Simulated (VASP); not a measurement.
# Ni (Fm-3m) in VASP: a series of runs

Ni is run at these levels: PBE; tasks: single point.

All numbers are computed with VASP 6.6.1; they aren't measurements. Logs are shortened: lines on timing, memory, paths and dates and some standing lists are left out, and cuts for length are marked.

### Step 1. The cell of the first run

Symmetry: Fm-3m, No. 225, cubic system. Conventional cell: a = 3.559 Å, b = 3.559 Å, c = 3.559 Å, α = 90.00°, β = 90.00°, γ = 90.00°. Within 3.3 Å of Ni (site symmetry m-3m) lie 12 Ni at 2.52 Å.

### Step 2. Single point, PBE, collinear spin, ferromagnetic start (11.27 Å³/atom)

INCAR reads:

```
ALGO = Normal ; EDIFF = 1E-6
ENCUT = 520 ; GGA = PE
ISIF = 2 ; ISMEAR = -1
ISPIN = 2 ; LASPH = T
LCHARG = F ; LMAXMIX = 4
LORBIT = 11 ; LREAL = F
LWAVE = F ; MAGMOM = 1.5
NBANDS = 15 ; NELM = 150
PREC = Accurate ; SIGMA = 0.05
```

KPOINTS reads:

```
k-points
0
Gamma
  20 20 20
```

POSCAR reads:

```
Ni
1.0
    0.0000000000      1.7796586194      1.7796586194
    1.7796586194      0.0000000000      1.7796586194
    1.7796586194      1.7796586194      0.0000000000
Ni
1
Direct
    0.0000000000      0.0000000000      0.0000000000
```

Potentials or basis: VASP PAW PBE potentials, release 64 (Ni).

Run with:

```console
$ cat potpaw_PBE.64/Ni/POTCAR > POTCAR
$ mpirun -np 1 vasp_std > vasp.out
```

OUTCAR:

```text
EDIFF = 1E-6
   ENCUT = 520
   GGA = PE
   ISIF = 2
   ISMEAR = -1
   ISPIN = 2
   LASPH = T
   LORBIT = 11
   LREAL = F
   NELM = 150
   PREC = Accurate

 ion  position               nearest neighbor table
   1  0.000  0.000  0.000-

  LATTYP: Found a face centered cubic cell.
 ALAT       =     3.5593172388

  Lattice vectors:

 A1 = (   0.0000000000,   1.7796586194,   1.7796586194)
 A2 = (   1.7796586194,   0.0000000000,   1.7796586194)
 A3 = (   1.7796586194,   1.7796586194,   0.0000000000)

Analysis of symmetry for initial positions (statically):
=====================================================================
 Subroutine PRICEL returns:
 Original cell was already a primitive cell.

 Routine SETGRP: Setting up the symmetry group for a
 face centered cubic supercell.

 Subroutine GETGRP returns: Found 48 space group operations
 (whereof 48 operations were pure point group operations)
 out of a pool of 48 trial point group operations.

The static configuration has the point symmetry O_h .

Analysis of symmetry for dynamics (positions and initial velocities):
=====================================================================
 Subroutine PRICEL returns:
 Original cell was already a primitive cell.

 Routine SETGRP: Setting up the symmetry group for a
 face centered cubic supercell.

 Subroutine GETGRP returns: Found 48 space group operations
 (whereof 48 operations were pure point group operations)
 out of a pool of 48 trial point group operations.

The dynamic configuration has the point symmetry O_h .

Analysis of structural, dynamic, and magnetic symmetry:
=====================================================================
 Subroutine PRICEL returns:
 Original cell was already a primitive cell.

 Routine SETGRP: Setting up the symmetry group for a
 face centered cubic supercell.

 Subroutine GETGRP returns: Found 48 space group operations
 (whereof 48 operations were pure point group operations)
 out of a pool of 48 trial point group operations.

The overall configuration has the point symmetry O_h .

 Subroutine INISYM returns: Found 48 space group operations
 (whereof 48 operations are pure point group operations),
 and found     1 'primitive' translations

----------------------------------------------------------------------------------------

                                     Primitive cell

  volume of cell :      11.2730

  direct lattice vectors                    reciprocal lattice vectors
     0.000000000  1.779658619  1.779658619    -0.280952759  0.280952759  0.280952759
     1.779658619  0.000000000  1.779658619     0.280952759 -0.280952759  0.280952759
     1.779658619  1.779658619  0.000000000     0.280952759  0.280952759 -0.280952759

  length of vectors
     2.516817356  2.516817356  2.516817356     0.486624454  0.486624454  0.486624454

  position of ions in fractional coordinates (direct lattice)
     0.000000000  0.000000000  0.000000000

  ion indices of the primitive-cell ions
   primitive index   ion index
                 1           1

----------------------------------------------------------------------------------------

 KPOINTS: k-points

Automatic generation of k-mesh.
 Grid dimensions read from file:
 generate k-points for:   20   20   20

 Generating k-lattice:

  Cartesian coordinates                     Fractional coordinates (reciprocal lattice)
    -0.014047638  0.014047638  0.014047638     0.050000000  0.000000000  0.000000000
     0.014047638 -0.014047638  0.014047638     0.000000000  0.050000000  0.000000000
     0.014047638  0.014047638 -0.014047638     0.000000000  0.000000000  0.050000000

  Length of vectors
     0.024331223  0.024331223  0.024331223

  Shift w.r.t. Gamma in fractional coordinates (k-lattice)
     0.000000000  0.000000000  0.000000000

 Subroutine IBZKPT returns following result:
 ===========================================

 Found    256 irreducible k-points:

 Following reciprocal coordinates:
            Coordinates               Weight
  0.000000  0.000000  0.000000      1.000000
  0.050000  0.000000  0.000000      8.000000
  0.100000  0.000000  0.000000      8.000000
  0.150000  0.000000  0.000000      8.000000
  0.200000  0.000000  0.000000      8.000000
  0.250000  0.000000  0.000000      8.000000
[... 16 lines left out ...]
 -0.400000  0.050000  0.000000     24.000000
 -0.350000  0.050000  0.000000     24.000000
 [... further k-points ...]
   k-points           NKPTS =    256   k-points in BZ     NKDIM =    256   number of bands    NBANDS=     15
   number of dos      NEDOS =    301   number of ions     NIONS =      1
   total plane-waves  NPLWV =   8000
   dimension x,y,z NGX =    20 NGY =   20 NGZ =   20
   dimension x,y,z NGXF=    40 NGYF=   40 NGZF=   40
   ions per type =               1
   NGX,Y,Z   is equivalent  to a cutoff of  13.21, 13.21, 13.21 a.u.
   NGXF,Y,Z  is equivalent  to a cutoff of  26.42, 26.42, 26.42 a.u.
 SYSTEM =  unknown system
   PREC   = accura    normal or accurate (medium, high low for compatibility)
   ISTART =      0    job   : 0-new  1-cont  2-samecut
   ICHARG =      2    charge: 1-file 2-atom 10-const
   ISPIN  =      2    spin polarized calculation?
   LNONCOLLINEAR =      F non collinear calculations
   LSORBIT =      F    spin-orbit coupling
   LASPH  =      T    aspherical Exc in radial PAW
   ENCUT  =  520.0 eV  38.22 Ry    6.18 a.u.   4.68  4.68  4.68*2*pi/ulx,y,z
   NELM   =    150;   NELMIN=  2; NELMDL= -5     # of ELM steps
   EDIFF  = 0.1E-05   stopping-criterion for ELM
   LREAL  =      F    real-space projection
   EDIFFG = 0.1E-04   stopping-criterion for IOM
   NSW    =      0    number of steps for IOM
   IBRION =     -1    ionic relax: 0-MD 1-quasi-New 2-CG
   NFREE  =      0    steps in history (QN), initial steepest desc. (CG)
   ISIF   =      2    stress and relaxation
   ISYM   =      2    0-nonsym 1-usesym 2-fastsym
   POTIM  = 0.5000    time-step for ionic-motion
   TEBEG  =    0.0;   TEEND  =   0.0 temperature during run
   PSTRESS=    0.0 pullay stress
   NELECT =      10.0000    total number of electrons
   NUPDOWN=      -1.0000    fix difference up-down
   EMIN   =  10.00;   EMAX   =-10.00  energy-range for DOS
   EFERMI =   0.00;   METHOD = LEGACY
   ISMEAR =    -1;   SIGMA  =   0.05  broadening in eV -4-tet -1-fermi 0-gaus
   EFERMI_NEDOS =   21; number of points for ismear=-14 and -15
   IALGO  =     38    algorithm
   IMIX   =      4    mixing-type and parameters
     AMIX     =   0.40;   BMIX     =  1.00
     AMIX_MAG =   1.60;   BMIX_MAG =  1.00
  volume/ion in A,a.u.               =      11.27        76.07
  Fermi-wavevector in a.u.,A,eV,Ry     =   1.572998  2.972535 33.665198  2.474322
  Thomas-Fermi vector in A             =   2.674348
   LORBIT       =     11    0 simple, 1 ext, 2 COOP (PROOUT), +10 PAW based schemes
   GGA     = PE    functional components
   LHFCALC =     F    Hartree Fock is set to
   AEXX    =    0.0000 exact exchange contribution
   IVDW    =     0    specifies the selected vdW correction
   LEPSILON=     F    determine dielectric tensor
   LRPA    =     F    only Hartree local field effects (RPA)
 spin polarized calculation
  energy-cutoff  :      520.00
  volume of cell :       11.27
 maximum number of plane-waves:       318
   NGX =  9   NGY =  9   NGZ =  9

 number of electron      10.0000004 magnetization       0.6331875

 Free energy of the ion-electron system (eV)
  ---------------------------------------------------
  ext. energy  EPLUGINS =         0.00000000
  ---------------------------------------------------
  free energy    TOTEN  =        -5.47018384 eV

  energy without entropy =       -5.45547545  energy(sigma->0) =       -5.46282965

 E-fermi :   8.8838     XC(G=0): -13.0475

 val. band max:        8.8738424912   @ k =   0.3500   0.1500   0.0500
 cond. band min:       8.8840789173   @ k =   0.3500   0.2500   0.0500
 fundamental gap:      0.0102364261
 Fermi energy:         8.8837918947

 spin component 1

 k-point     1 :       0.0000    0.0000    0.0000
  band No.  band energies     occupation
      1       0.1186      1.00000
      2       6.5313      1.00000
      3       6.5313      1.00000
      4       6.5313      1.00000
      5       7.6532      1.00000
      6       7.6532      1.00000
      7      32.3059      0.00000
      8      35.8893      0.00000
      9      35.8893      0.00000
     10      35.8893      0.00000
     11      38.7196      0.00000
     12      38.7196      0.00000
     13      38.7196      0.00000
     14      41.7639      0.00000
     15      47.6697      0.00000

 k-point     2 :       0.0500    0.0000    0.0000
  band No.  band energies     occupation
      1       0.2140      1.00000
      2       6.5075      1.00000
      3       6.5523      1.00000
      4       6.5523      1.00000
      5       7.6443      1.00000
      6       7.6443      1.00000
      7      31.9879      0.00000
      8      34.5557      0.00000
      9      35.6348      0.00000
     10      35.6348      0.00000
     11      39.0899      0.00000
     12      39.0899      0.00000
     13      39.6709      0.00000
     14      42.4804      0.00000
     15      46.6555      0.00000
[... 365 lines left out ...]
      3       6.6216      1.00000
      4       7.3879      1.00000
      5       8.1165      1.00000
      6       8.6092      0.99589
      7      15.9037      0.00000
      8      30.1286      0.00000
      9      32.1443      0.00000
     10      33.3502      0.00000
     11      36.1513      0.00000
     12      37.5286      0.00000
     13      42.2201      0.00000
     14      50.7649      0.00000
     15      51.9544      0.00000

 k-point    24 :      -0.3500    0.0500    0.0000
  band No.  band energies     occupation
      1       3.8823      1.00000
      2       6.6188      1.00000
      3       6.6709      1.00000
      4       6.7955      1.00000
      5       7.9633      1.00000
      6       8.2978      0.99999
      7      17.7461      0.00000
      8      30.1689      0.00000
      9      32.4529      0.00000
     10      34.1421      0.00000
     11      36.1927      0.00000
     12      37.9855      0.00000
     13      42.0455      0.00000
     14      48.5939      0.00000
     15      50.2355      0.00000

 [... further k-points ...]

 spin component 2

 k-point     1 :       0.0000    0.0000    0.0000
  band No.  band energies     occupation
      1       0.0795      1.00000
      2       7.2943      1.00000
      3       7.2943      1.00000
      4       7.2943      1.00000
      5       8.2446      1.00000
      6       8.2446      1.00000
      7      32.1339      0.00000
      8      35.8723      0.00000
      9      35.8723      0.00000
     10      35.8723      0.00000
     11      38.8156      0.00000
     12      38.8156      0.00000
     13      38.8156      0.00000
     14      41.6348      0.00000
     15      47.8546      0.00000

 k-point     2 :       0.0500    0.0000    0.0000
  band No.  band energies     occupation
      1       0.1750      1.00000
      2       7.2672      1.00000
      3       7.3162      1.00000
      4       7.3162      1.00000
      5       8.2351      1.00000
      6       8.2351      1.00000
      7      31.8516      0.00000
      8      34.5457      0.00000
      9      35.6375      0.00000
     10      35.6375      0.00000
     11      39.1626      0.00000
     12      39.1626      0.00000
     13      39.6908      0.00000
     14      42.3930      0.00000
     15      46.8159      0.00000
[... 365 lines left out ...]
      3       7.2505      1.00000
      4       7.6736      1.00000
      5       8.8697      0.56981
      6       9.2231      0.00113
      7      16.2118      0.00000
      8      30.0728      0.00000
      9      32.1531      0.00000
     10      33.4386      0.00000
     11      36.1871      0.00000
     12      37.5485      0.00000
     13      42.3103      0.00000
     14      50.8281      0.00000
     15      52.1715      0.00000

 k-point    24 :      -0.3500    0.0500    0.0000
  band No.  band energies     occupation
      1       4.0929      1.00000
      2       7.1665      1.00000
      3       7.2711      1.00000
      4       7.3104      1.00000
      5       8.6998      0.97541
      6       8.9972      0.09382
      7      17.9838      0.00000
      8      30.1418      0.00000
      9      32.4371      0.00000
     10      34.2448      0.00000
     11      36.2163      0.00000
     12      38.0011      0.00000
     13      42.1037      0.00000
     14      48.6609      0.00000
     15      50.3946      0.00000

 [... further k-points ...]

------------------------ aborting loop because EDIFF is reached ----------------------------------------

  FORCE on cell =-STRESS in cart. coord.  units (eV):
  Direction    XX          YY          ZZ          XY          YZ          ZX
  --------------------------------------------------------------------------------------
  -------------------------------------------------------------------------------------
  Total       -0.4372636     -0.4372636     -0.4372636     -0.0000000     -0.0000000      0.0000000
  in kB      -62.1460854    -62.1460854    -62.1460854     -0.0000000     -0.0000000      0.0000000
  external PRESSURE =     -62.1460854 kB  Pullay stress =       0.0000000 kB

 VOLUME and BASIS-vectors are now :
 -----------------------------------------------------------------------------
  energy-cutoff  :      520.00
  volume of cell :       11.27
      direct lattice vectors                 reciprocal lattice vectors
     0.000000000  1.779658619  1.779658619    -0.280952759  0.280952759  0.280952759
     1.779658619  0.000000000  1.779658619     0.280952759 -0.280952759  0.280952759
     1.779658619  1.779658619  0.000000000     0.280952759  0.280952759 -0.280952759

 POSITION                                       TOTAL-FORCE (eV/Angst)
 -----------------------------------------------------------------------------------
      0.00000      0.00000      0.00000        -0.000000      0.000000      0.000000
 -----------------------------------------------------------------------------------
    total drift:                                0.000000      0.000000      0.000000

  FREE ENERGIE OF THE ION-ELECTRON SYSTEM (eV)
  ---------------------------------------------------
  free  energy   TOTEN  =        -5.4701838407 eV

  energy  without entropy=       -5.4554754514  energy(sigma->0) =       -5.46282965

 total charge

# of ion       s       p       d       tot
------------------------------------------
    1        0.483   0.467   8.299   9.249

 magnetization (x)

# of ion       s       p       d       tot
------------------------------------------
    1       -0.007  -0.025   0.680   0.649
```

Run time: 90 s. Hardware: 1 thread of Intel Xeon Platinum 8488C (Sapphire Rapids), shared host; peak memory 0.18 GiB.

What came out:

```
Free energy                                           : -5.4702 eV
Pressure                                              : -6.2 GPa
Net moment                                            : 0.63 μB per cell
Site moments                                          : Ni +0.65 μB
Valence electrons inside the program's atomic spheres : Ni 9.25
```

Levels at points of the mesh, in eV from the Fermi level:
Spin up:
```
           k point  band 1  band 2  band 3  band 4  band 5  band 6  band 7  band 8  band 9  band 10
(0.00, 0.00, 0.00)   -8.77   -2.35   -2.35   -2.35   -1.23   -1.23   23.42   27.01   27.01    27.01
(0.50, 0.00, 0.00)   -4.65   -2.33   -2.33   -0.62   -0.62   -0.23    5.41   21.93   24.06    24.06
(0.50, 0.50, 0.00)   -4.44   -4.02   -0.56   -0.50   -0.50    2.43    8.91   14.50   14.50    19.29
```
Spin down:
```
           k point  band 1  band 2  band 3  band 4  band 5  band 6  band 7  band 8  band 9  band 10
(0.00, 0.00, 0.00)   -8.80   -1.59   -1.59   -1.59   -0.64   -0.64   23.25   26.99   26.99    26.99
(0.50, 0.00, 0.00)   -4.21   -1.70   -1.70   -0.29    0.15    0.15    5.84   21.78   24.14    24.14
(0.50, 0.50, 0.00)   -4.09   -3.39    0.06    0.37    0.37    2.38    9.15   14.50   14.50    19.44
```

Caveat: the cell stands under tension.

### Step 3. Single point, PBE, collinear spin, ferromagnetic start (11.72 Å³/atom)

This run uses another cell than the first one, of 11.72 Å³/atom.

INCAR reads:

```
PREC     = Accurate       # precision mode
ENCUT    = 520            # plane-wave cutoff, eV
EDIFF    = 1E-6           # SCF threshold, eV
ISMEAR   = -1             # smearing method
SIGMA    = 0.05           # smearing width, eV
LREAL    = False          # projectors in reciprocal space
LASPH    = True           # aspherical terms in the spheres
NELM     = 150            # most SCF steps
ALGO     = Normal         # electronic algorithm
ISIF     = 2              # what is computed and relaxed
LWAVE    = False          # write WAVECAR
LCHARG   = False          # write CHGCAR
ISPIN    = 2              # spin polarisation
MAGMOM   = 1.5            # initial moments
LORBIT   = 11             # projections on sites
LMAXMIX  = 4              # l up to which the mixer works
GGA      = PE             # functional
NBANDS   = 15             # bands
```

KPOINTS reads:

```
regular mesh
0
Gamma
  20 20 20
```

POSCAR reads:

```
Ni
1.0
    0.0000000000      1.8026244894      1.8026244894
    1.8026244894      0.0000000000      1.8026244894
    1.8026244894      1.8026244894      0.0000000000
Ni
1
Direct
    0.0000000000      0.0000000000      0.0000000000
```

Potentials or basis: VASP PAW PBE potentials, release 64 (Ni).

Run with:

```console
$ cat potpaw_PBE.64/Ni/POTCAR > POTCAR
$ mpirun -np 1 vasp_std > vasp.out
```

Run time: 84 s. Hardware: 1 thread of Intel Xeon Platinum 8488C (Sapphire Rapids), shared host; peak memory 0.18 GiB.

It converged, with:

- Free energy: -5.4447 eV
- Pressure: -11.9 GPa
- Net moment: 0.64 μB per cell
- Site moments: Ni +0.66 μB
- Valence electrons inside the program's atomic spheres: Ni 9.19

Levels at points of the mesh, in eV from the Fermi level:
Spin up:
```csv
k point,band 1,band 2,band 3,band 4,band 5,band 6,band 7,band 8,band 9,band 10
"(0.00, 0.00, 0.00)",-8.51,-2.27,-2.27,-2.27,-1.20,-1.20,23.09,26.38,26.38,26.38
"(0.50, 0.00, 0.00)",-4.46,-2.24,-2.24,-0.63,-0.63,-0.16,5.15,21.62,23.40,23.40
"(0.50, 0.50, 0.00)",-4.23,-3.84,-0.57,-0.52,-0.52,2.41,8.58,14.15,14.15,18.82
```
Spin down:
| k point | band 1 | band 2 | band 3 | band 4 | band 5 | band 6 | band 7 | band 8 | band 9 | band 10 |
| --- | --- | --- | --- | --- | --- | --- | --- | --- | --- | --- |
| (0.00, 0.00, 0.00) | -8.55 | -1.50 | -1.50 | -1.50 | -0.61 | -0.61 | 22.91 | 26.36 | 26.36 | 26.36 |
| (0.50, 0.00, 0.00) | -4.01 | -1.61 | -1.61 | -0.23 | 0.14 | 0.14 | 5.57 | 21.46 | 23.49 | 23.49 |
| (0.50, 0.50, 0.00) | -3.88 | -3.20 | 0.05 | 0.36 | 0.36 | 2.36 | 8.81 | 14.15 | 14.15 | 18.97 |

Caveat: the cell stands under tension.
